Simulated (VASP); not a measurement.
# Ba3C: single point with PBE

Crystal: Ba3C.

```xyz
4
Lattice="5.0723 0.0000 0.0000 0.0000 5.0723 0.0000 0.0000 0.0000 5.0723" Properties=species:S:1:pos:R:3 pbc="T T T"
Ba    0.0000    2.5361    2.5361
Ba    2.5361    0.0000    2.5361
Ba    2.5361    2.5361    0.0000
C     0.0000    0.0000    0.0000
```

```yaml
Program: VASP 6.6.1
Task: single point
Functional: PBE
Potentials_or_basis: VASP PAW PBE potentials, release 64 (Ba_sv, C)
Cutoff: 520 eV
k_mesh: 10 × 10 × 10
Occupations: gaussian, width 0.1 eV
Spin: no spin polarisation
Dipole_correction: no
Further_INCAR_settings: ALGO = Fast; EDIFF = 1e-06; NBANDS = 25
```

* Pressure: 0.8 GPa
* Band gap on the k mesh: zero (bands 17 and 18 overlap by 0.97 eV)

Levels at points of the mesh, in eV from the Fermi level:
| k point | band 15 | band 16 | band 17 | band 18 | band 19 | band 20 |
| --- | --- | --- | --- | --- | --- | --- |
| (0.00, 0.00, 0.00) | -0.35 | -0.35 | -0.35 | -0.21 | -0.21 | 0.28 |
| (0.50, 0.00, 0.00) | -0.77 | -0.57 | -0.57 | 0.06 | 1.66 | 2.06 |
| (0.50, 0.50, 0.00) | -0.88 | -0.88 | 0.65 | 0.65 | 1.11 | 1.61 |
| (0.50, 0.50, 0.50) | -0.50 | -0.50 | 0.02 | 0.02 | 0.02 | 1.08 |

It took 4 min on 1 thread of Oxide Virtual Turin-like Processor, on a shared host, peak memory 0.3 GiB.

Caveat: spin-orbit coupling is left out, which moves the levels of the heavy elements.
